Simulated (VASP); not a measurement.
# Si16C (a cell with a defect) in VASP: further runs

Runs on Si16C (a cell with a defect). Level: PBE+D3(BJ). Tasks: single point.

Everything below comes from runs of VASP 6.6.1. Logs are shortened: lines on timing, memory, paths and dates and some standing lists are left out, and cuts for length are marked.

## 1. The cell of the first run

The cell holds a defect, 17 atoms: a = 7.679 Å, b = 7.679 Å, c = 7.679 Å, α = 60.00°, β = 60.00°, γ = 60.00°.

## 2. Single point, PBE+D3(BJ), collinear spin, zero start

Contents of INCAR:

```
SYSTEM = Si16C
ALGO = Normal ; EDIFF = 1E-6
ENCUT = 520 ; GGA = PE
ISIF = 2 ; ISMEAR = 0
ISPIN = 2 ; IVDW = 12
LASPH = .True. ; LCHARG = .False.
LORBIT = 11 ; LREAL = Auto
LWAVE = .False. ; MAGMOM = 0 0 0 0 0 0 0 0 0 0 0 0 0 0 0 0 0
NBANDS = 52 ; NELM = 150
PREC = Accurate ; SIGMA = 0.05
```

Contents of KPOINTS:

```
k-points
0
Gamma
  2 2 2
  0 0 0
```

Contents of POSCAR:

```
Si16C
1.0
    0.0000000000      5.4300000000      5.4300000000
    5.4300000000      0.0000000000      5.4300000000
    5.4300000000      5.4300000000      0.0000000000
Si C
16 1
Direct
   -0.0152661142     -0.0230375691     -0.0012856354
    0.0951497238      0.1283594843      0.1028659300
    0.0400738490      0.0071736648      0.5351642726
    0.1491954880      0.1498011971      0.6444347145
   -0.0265678637      0.4983417127      0.0137838858
    0.1210664825      0.6047589319      0.1315416206
   -0.0107955801      0.5202801105      0.5032233886
    0.1024709945      0.6487207182      0.6379560773
    0.4866004604      0.0186262431     -0.0307017495
    0.6108408840      0.1228244936      0.1155782689
    0.5106184162     -0.0052311234      0.4895092081
    0.6375265193      0.1564462247      0.5668712707
    0.4941642726      0.4971812155      0.0025476980
    0.6012319521      0.6448770718      0.1213577348
    0.4727081952      0.5252755985      0.4950194291
    0.6158989871      0.6217428177      0.6284776243
    0.8956614180      0.1918262431      0.3522404236
```

Potentials or basis: VASP PAW PBE potentials, release 64 (Si, C).

On the command line:

```sh
$ cat potpaw_PBE.64/Si/POTCAR potpaw_PBE.64/C/POTCAR > POTCAR
$ mpirun -np 1 vasp_std > vasp.out
```

OUTCAR:

```text
SYSTEM = Si16C
   EDIFF = 1E-6
   ENCUT = 520
   GGA = PE
   ISIF = 2
   ISMEAR = 0
   ISPIN = 2
   IVDW = 12
   LASPH = .True.
   LORBIT = 11
   LREAL = Auto
   NELM = 150
   PREC = Accurate
 IVDW          = 12

 ion  position               nearest neighbor table
   1  0.985  0.977  0.999-   2 2.30   4 2.32   6 2.34  10 2.35
   2  0.095  0.128  0.103-  17 1.87   1 2.30   5 2.34   9 2.46   3 2.82
   3  0.040  0.007  0.535-  17 1.79   4 2.27   8 2.31  12 2.63   2 2.82
   4  0.149  0.150  0.644-   3 2.27  11 2.31   1 2.32   7 2.35
   5  0.973  0.498  0.014-   2 2.34   6 2.34  14 2.34   8 2.37  17 2.53
   6  0.121  0.605  0.132-   5 2.34   1 2.34  13 2.34   7 2.35
   7  0.989  0.520  0.503-   6 2.35  16 2.35   4 2.35   8 2.36
   8  0.102  0.649  0.638-   3 2.31  15 2.33   7 2.36   5 2.37
   9  0.487  0.019  0.969-  14 2.35  10 2.36   2 2.46  12 2.53
  10  0.611  0.123  0.116-   1 2.35  13 2.35  11 2.35   9 2.36
  11  0.511  0.995  0.490-   4 2.31  12 2.32  16 2.34  10 2.35
  12  0.638  0.156  0.567-  17 1.88  11 2.32  15 2.34   9 2.53   3 2.63
  13  0.494  0.497  0.003-   6 2.34  16 2.35  14 2.35  10 2.35
  14  0.601  0.645  0.121-   5 2.34  15 2.34  13 2.35   9 2.35
  15  0.473  0.525  0.495-   8 2.33  12 2.34  14 2.34  16 2.35
  16  0.616  0.622  0.628-  11 2.34  13 2.35   7 2.35  15 2.35
  17  0.896  0.192  0.352-   3 1.79   2 1.87  12 1.88   5 2.53

  LATTYP: Found a face centered cubic cell.
 ALAT       =    10.8600000000

  Lattice vectors:

 A1 = (   0.0000000000,   5.4300000000,   5.4300000000)
 A2 = (   5.4300000000,   0.0000000000,   5.4300000000)
 A3 = (   5.4300000000,   5.4300000000,   0.0000000000)

Analysis of symmetry for initial positions (statically):
=====================================================================
 Subroutine PRICEL returns:
 Original cell was already a primitive cell.

 Routine SETGRP: Setting up the symmetry group for a
 face centered cubic supercell.

 Subroutine GETGRP returns: Found  1 space group operations
 (whereof  1 operations were pure point group operations)
 out of a pool of 48 trial point group operations.

The static configuration has the point symmetry C_1 .

Analysis of symmetry for dynamics (positions and initial velocities):
=====================================================================
 Subroutine PRICEL returns:
 Original cell was already a primitive cell.

 Routine SETGRP: Setting up the symmetry group for a
 face centered cubic supercell.

 Subroutine GETGRP returns: Found  1 space group operations
 (whereof  1 operations were pure point group operations)
 out of a pool of 48 trial point group operations.

The dynamic configuration has the point symmetry C_1 .

Analysis of structural, dynamic, and magnetic symmetry:
=====================================================================
 Subroutine PRICEL returns:
 Original cell was already a primitive cell.

 Routine SETGRP: Setting up the symmetry group for a
 face centered cubic supercell.

 Subroutine GETGRP returns: Found  1 space group operations
 (whereof  1 operations were pure point group operations)
 out of a pool of 48 trial point group operations.

The overall configuration has the point symmetry C_1 .

 Subroutine INISYM returns: Found  1 space group operations
 (whereof  1 operations are pure point group operations),
 and found     1 'primitive' translations

----------------------------------------------------------------------------------------

                                     Primitive cell

  volume of cell :     320.2060

  direct lattice vectors                    reciprocal lattice vectors
     0.000000000  5.430000000  5.430000000    -0.092081031  0.092081031  0.092081031
     5.430000000  0.000000000  5.430000000     0.092081031 -0.092081031  0.092081031
     5.430000000  5.430000000  0.000000000     0.092081031  0.092081031 -0.092081031

  length of vectors
     7.679179644  7.679179644  7.679179644     0.159489025  0.159489025  0.159489025

  position of ions in fractional coordinates (direct lattice)
     0.984733886  0.976962431  0.998714365
     0.095149724  0.128359484  0.102865930
     0.040073849  0.007173665  0.535164273
     0.149195488  0.149801197  0.644434715
     0.973432136  0.498341713  0.013783886
     0.121066482  0.604758932  0.131541621
[... 9 lines left out ...]
     0.615898987  0.621742818  0.628477624
     0.895661418  0.191826243  0.352240424

  ion indices of the primitive-cell ions
   primitive index   ion index
                 1           1
                 2           2
                 3           3
                 4           4
                 5           5
                 6           6
[... 9 lines left out ...]
                16          16
                17          17

----------------------------------------------------------------------------------------

 KPOINTS: k-points

Automatic generation of k-mesh.
 Grid dimensions read from file:
 generate k-points for:    2    2    2

 Generating k-lattice:

  Cartesian coordinates                     Fractional coordinates (reciprocal lattice)
    -0.046040516  0.046040516  0.046040516     0.500000000  0.000000000  0.000000000
     0.046040516 -0.046040516  0.046040516     0.000000000  0.500000000  0.000000000
     0.046040516  0.046040516 -0.046040516     0.000000000  0.000000000  0.500000000

  Length of vectors
     0.079744512  0.079744512  0.079744512

  Shift w.r.t. Gamma in fractional coordinates (k-lattice)
     0.000000000  0.000000000  0.000000000

 Subroutine IBZKPT returns following result:
 ===========================================

 Found      8 irreducible k-points:

 Following reciprocal coordinates:
            Coordinates               Weight
  0.000000  0.000000  0.000000      1.000000
  0.500000  0.000000  0.000000      1.000000
  0.000000  0.500000  0.000000      1.000000
  0.000000  0.000000  0.500000      1.000000
  0.500000  0.500000  0.500000      1.000000
  0.500000  0.500000  0.000000      1.000000
  0.000000  0.500000  0.500000      1.000000
  0.500000  0.000000  0.500000      1.000000
   k-points           NKPTS =      8   k-points in BZ     NKDIM =      8   number of bands    NBANDS=     52
   number of dos      NEDOS =    301   number of ions     NIONS =     17
   total plane-waves  NPLWV = 216000
   dimension x,y,z NGX =    60 NGY =   60 NGZ =   60
   dimension x,y,z NGXF=   120 NGYF=  120 NGZF=  120
   ions per type =              16   1
   NGX,Y,Z   is equivalent  to a cutoff of  12.99, 12.99, 12.99 a.u.
   NGXF,Y,Z  is equivalent  to a cutoff of  25.98, 25.98, 25.98 a.u.
 SYSTEM =  Si16C
   PREC   = accura    normal or accurate (medium, high low for compatibility)
   ISTART =      0    job   : 0-new  1-cont  2-samecut
   ICHARG =      2    charge: 1-file 2-atom 10-const
   ISPIN  =      2    spin polarized calculation?
   LNONCOLLINEAR =      F non collinear calculations
   LSORBIT =      F    spin-orbit coupling
   LASPH  =      T    aspherical Exc in radial PAW
   ENCUT  =  520.0 eV  38.22 Ry    6.18 a.u.  14.28 14.28 14.28*2*pi/ulx,y,z
   NELM   =    150;   NELMIN=  2; NELMDL= -5     # of ELM steps
   EDIFF  = 0.1E-05   stopping-criterion for ELM
   LREAL  =      T    real-space projection
   EDIFFG = 0.1E-04   stopping-criterion for IOM
   NSW    =      0    number of steps for IOM
[... 5 lines left out ...]
   TEBEG  =    0.0;   TEEND  =   0.0 temperature during run
   PSTRESS=    0.0 pullay stress
   NELECT =      68.0000    total number of electrons
   NUPDOWN=      -1.0000    fix difference up-down
   EMIN   =  10.00;   EMAX   =-10.00  energy-range for DOS
   EFERMI =   0.00;   METHOD = LEGACY
   ISMEAR =     0;   SIGMA  =   0.05  broadening in eV -4-tet -1-fermi 0-gaus
   EFERMI_NEDOS =   21; number of points for ismear=-14 and -15
   IALGO  =     38    algorithm
   IMIX   =      4    mixing-type and parameters
     AMIX     =   0.40;   BMIX     =  1.00
     AMIX_MAG =   1.60;   BMIX_MAG =  1.00
  volume/ion in A,a.u.               =      18.84       127.11
  Fermi-wavevector in a.u.,A,eV,Ry     =   0.976715  1.845724 12.979587  0.953973
  Thomas-Fermi vector in A             =   2.107356
   LORBIT       =     11    0 simple, 1 ext, 2 COOP (PROOUT), +10 PAW based schemes
   GGA     = PE    functional components
   LHFCALC =     F    Hartree Fock is set to
   AEXX    =    0.0000 exact exchange contribution
   IVDW    =    12    specifies the selected vdW correction
   LEPSILON=     F    determine dielectric tensor
   LRPA    =     F    only Hartree local field effects (RPA)
 spin polarized calculation
 Gauss-broadening in eV      SIGMA  =   0.05
  energy-cutoff  :      520.00
  volume of cell :      320.21
 maximum number of plane-waves:      8646
 NGX is ok and might be reduce to    60
   NGX = 29   NGY = 29   NGZ = 29

 number of electron      68.0000000 magnetization      -0.0000000

 number of electron      68.0000000 magnetization       0.0000000

 Free energy of the ion-electron system (eV)
  ---------------------------------------------------
  ext. energy  EPLUGINS =         0.00000000
  ---------------------------------------------------
  free energy    TOTEN  =       -90.97010108 eV

  energy without entropy =      -90.97009030  energy(sigma->0) =      -90.97009569

 E-fermi :   6.2590     XC(G=0):  -9.5699

 val. band max:        6.1316476004   @ k =   0.0000   0.0000   0.0000
 cond. band min:       6.3862760942   @ k =   0.5000   0.0000   0.5000
 fundamental gap:      0.2546284938
 Fermi energy:         6.2589619202

 spin component 1

 k-point     1 :       0.0000    0.0000    0.0000
  band No.  band energies     occupation
      1      -7.2162      1.00000
      2      -5.3120      1.00000
      3      -3.9391      1.00000
      4      -3.8134      1.00000
      5      -3.6320      1.00000
      6      -2.9102      1.00000
[... 38 lines left out ...]
     45       8.4207      0.00000
     46       8.5096      0.00000
[... 301 lines left out ...]
      5      -4.0084      1.00000
      6      -3.8865      1.00000
[... 38 lines left out ...]
     45      10.0888      0.00000
     46      10.3899      0.00000
 Fermi energy:         6.2589619202

 spin component 2

 k-point     1 :       0.0000    0.0000    0.0000
  band No.  band energies     occupation
      1      -7.2162      1.00000
      2      -5.3120      1.00000
      3      -3.9391      1.00000
      4      -3.8134      1.00000
      5      -3.6320      1.00000
      6      -2.9102      1.00000
[... 38 lines left out ...]
     45       8.4207      0.00000
     46       8.5096      0.00000
[... 301 lines left out ...]
      5      -4.0084      1.00000
      6      -3.8865      1.00000
[... 38 lines left out ...]
     45      10.0888      0.00000
     46      10.3899      0.00000
 [bands above 46 left out]

------------------------ aborting loop because EDIFF is reached ----------------------------------------

 Edisp (eV)   -5.31783

 E8    (eV) :    -2.1840

  FORCE on cell =-STRESS in cart. coord.  units (eV):
  Direction    XX          YY          ZZ          XY          YZ          ZX
  --------------------------------------------------------------------------------------
  -------------------------------------------------------------------------------------
  Total      -0.59909     5.79996    -1.21781     0.90393     0.93639     2.58256
  in kB      -2.99760    29.02059    -6.09339     4.52290     4.68532    12.92208
  external pressure =        6.64 kB  Pullay stress =        0.00 kB

 VOLUME and BASIS-vectors are now :
 -----------------------------------------------------------------------------
  energy-cutoff  :      520.00
  volume of cell :      320.21
      direct lattice vectors                 reciprocal lattice vectors
     0.000000000  5.430000000  5.430000000    -0.092081031  0.092081031  0.092081031
     5.430000000  0.000000000  5.430000000     0.092081031 -0.092081031  0.092081031
     5.430000000  5.430000000  0.000000000     0.092081031  0.092081031 -0.092081031

 POSITION                                       TOTAL-FORCE (eV/Angst)
 -----------------------------------------------------------------------------------
     10.72792     10.77012     10.65201         0.097283      0.027265      0.086138
      1.25555      1.07523      1.21365         0.197156     -0.000769      0.039685
      2.94490      3.12354      0.25655        -0.081310      0.215000     -0.049108
      4.31270      4.30941      1.62355         0.009293      0.004207     -0.014995
      2.78084      5.36058      7.99173        -0.005268     -0.050451      0.039990
      3.99811      1.37166      3.94123         0.016814     -0.051645      0.043807
[... 9 lines left out ...]
      6.78870      6.75696      6.72040         0.014923     -0.028504      0.023486
      2.95428      6.77611      5.90506         0.009754      0.128531     -0.317929
 -----------------------------------------------------------------------------------
    total drift:                                0.005541      0.003178     -0.004992

  FREE ENERGIE OF THE ION-ELECTRON SYSTEM (eV)
  ---------------------------------------------------
  free  energy   TOTEN  =       -96.2879274615 eV

  energy  without entropy=      -96.2879166831  energy(sigma->0) =      -96.28792207

 total charge

# of ion       s       p       d       tot
------------------------------------------
    1        0.747   0.961   0.000   1.708
    2        0.760   0.902   0.000   1.661
    3        0.781   0.920   0.000   1.702
    4        0.748   0.976   0.000   1.724
    5        0.754   0.917   0.000   1.670
    6        0.744   0.953   0.000   1.697
[... 9 lines left out ...]
   16        0.740   0.956   0.000   1.697
   17        0.894   1.545   0.000   2.439
--------------------------------------------------
tot         12.884  16.587   0.000  29.471

 magnetization (x)

# of ion       s       p       d       tot
------------------------------------------
    1        0.000   0.000   0.000   0.000
    2        0.000   0.000   0.000   0.000
    3       -0.000  -0.000   0.000  -0.000
    4        0.000   0.000   0.000   0.000
    5        0.000  -0.000   0.000  -0.000
    6        0.000   0.000   0.000   0.000
[... 9 lines left out ...]
   16        0.000   0.000   0.000   0.000
   17       -0.000  -0.000   0.000  -0.000
--------------------------------------------------
tot          0.000  -0.000   0.000  -0.000
```

It took 5.6 min on 1 thread of Intel Xeon 6975P-C (Granite Rapids), shared host; peak memory 0.7 GiB.

Results:

```yaml
Free_energy: -96.2879 eV
Pressure: 0.7 GPa
Largest_force: 0.343 eV/Å
Band_gap_on_the_k_mesh: zero (filled and empty bands overlap)
Net_moment: 0.00 μB per cell
Valence_electrons_inside_the_program's_atomic_spheres: Si 1.71, 1.66, 1.70, 1.72, 1.67, 1.68, 1.65, 1.69 (each value once); C 2.44
Dispersion_energy_per_atom: -0.313 eV
```

Forces in eV/Å, atoms in the order of the input:
```
Si   0.097  0.027  0.086
Si   0.197 -0.001  0.040
Si  -0.081  0.215 -0.049
Si   0.009  0.004 -0.015
Si  -0.005 -0.050  0.040
Si   0.017 -0.052  0.044
Si  -0.028 -0.033  0.002
Si  -0.112  0.067 -0.038
Si   0.007 -0.071  0.017
Si  -0.022 -0.046  0.009
Si  -0.002 -0.049  0.020
Si  -0.049 -0.038  0.031
Si   0.002 -0.023  0.006
Si  -0.010 -0.049  0.042
Si  -0.046 -0.001  0.061
Si   0.015 -0.029  0.023
C    0.010  0.129 -0.318
```

Caveat: the k points lie up to 0.50 Å⁻¹ apart.

(Part 1 of 2 ends here.)

The gap in the log of VASP goes by the Fermi energy; the results here count the filled bands.